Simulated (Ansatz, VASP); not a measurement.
## One calculation of Ir, two programs

The input INCAR:

```
SYSTEM = Ir
PREC = Accurate
ENCUT = 520
EDIFF = 1E-6
ISMEAR = 0
SIGMA = 0.15
LREAL = .FALSE.
LASPH = .TRUE.
NELM = 80
ALGO = Fast
ISIF = 2
LWAVE = .FALSE.
LCHARG = .TRUE.
GGA = PE
LELF = .TRUE.
LVHAR = .TRUE.
NBANDS = 10
```

KPOINTS

```
Automatic mesh
0
G
  22 22 22
  0 0 0
```

File POSCAR:

```
Ir
1.0
    0.0000000000      1.9964880000      1.9964880000
    1.9964880000      0.0000000000      1.9964880000
    1.9964880000      1.9964880000      0.0000000000
Ir
1
Direct
    0.0000000000      0.0000000000      0.0000000000
```

Input for Ansatz:

```yaml
crystal:
  lattice:
    - [0.0, 1.996488, 1.996488]
    - [1.996488, 0.0, 1.996488]
    - [1.996488, 1.996488, 0.0]
  atoms:
    - { symbol: Ir, position: [0.0, 0.0, 0.0] }
basis:
  ecutwfc: 420
kpoints:
  mp_grid: { grid: [22, 22, 22] }
hamiltonian:
  xc: pbe
scf:
  occupations: { method: gaussian, width: 0.15 }
output:
  forces: true
  stress: true
  eigenvalues: true
```

Change from the starting cell: strain +0.040 along x and y, +0.040 along z, atoms carried along.

Alike in both runs: task single point; functional PBE; k mesh 22 × 22 × 22; occupations gaussian, width 0.15 eV; no spin polarisation.

|  | VASP | Ansatz |
| --- | --- | --- |
| version | VASP 6.6.1 | Ansatz 0.2.0 |
| potentials or method | VASP PAW PBE potentials, release 64 (Ir), cutoff 520 eV | scalar-relativistic, plane waves, PAW |
| valence electrons in the cell | 9 | 17 |

|  | VASP | Ansatz | Ansatz less VASP |
| --- | --- | --- | --- |
| gap on the k mesh at the Fermi level (eV) | none | none | - |
| pressure (GPa) | -25.4 | -25.4 | -0.04 |

A gap of «none» marks a metal or a gap that the smearing closes. VASP's potentials hold 9 valence electrons a cell and Ansatz's 17, so a difference there can come from the potentials and not from the codes.

Spin-orbit coupling is off throughout.
